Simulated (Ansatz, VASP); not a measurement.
MnS: VASP beside Ansatz

```
Mn S
1.0
     3.50903    0.00000    0.00000
    -1.75451    3.03891    0.00000
     0.00000    0.00000    5.59601
Mn S
2 2
Cartesian
  0.0000 0.0000 0.0000
  0.0000 0.0000 2.7980
  0.0000 2.0259 1.3990
  1.7545 1.0130 4.1970
```

Alike in both runs: task single point; functional PBE; k mesh 12 × 12 × 8; occupations gaussian, width 0.1 eV; collinear spin.

|  | VASP | Ansatz |
| --- | --- | --- |
| version | VASP 6.6.1 | Ansatz 0.2.0 |
| potentials or method | VASP PAW PBE potentials, release 64 (Mn_pv, S), cutoff 520 eV | scalar-relativistic, plane waves, PAW |
| valence electrons in the cell | 38 | 42 |

VASP gave:

| Property | Result |
| --- | --- |
| gap on the k mesh at the Fermi level (eV) | none |
| pressure (GPa) | 3.1 |
| traceless stress, the component that is largest in VASP (GPa) | 0.17 |
| net moment per atom (μB) | 1.83 |
| size of the moment on the site where the two differ most (μB) | 3.44 |

Q: Estimate Ansatz's values.

A: gap on the k mesh at the Fermi level (eV): none; pressure (GPa): 3.0; traceless stress, the component that is largest in VASP (GPa): 0.16; net moment per atom (μB): 1.83; size of the moment on the site where the two differ most (μB): 3.34.

Site moments also hang on the region over which each program counts them. A gap of «none» marks a metal or a gap that the smearing closes. VASP's potentials hold 38 valence electrons a cell and Ansatz's 42, so a difference there can come from the potentials and not from the codes.
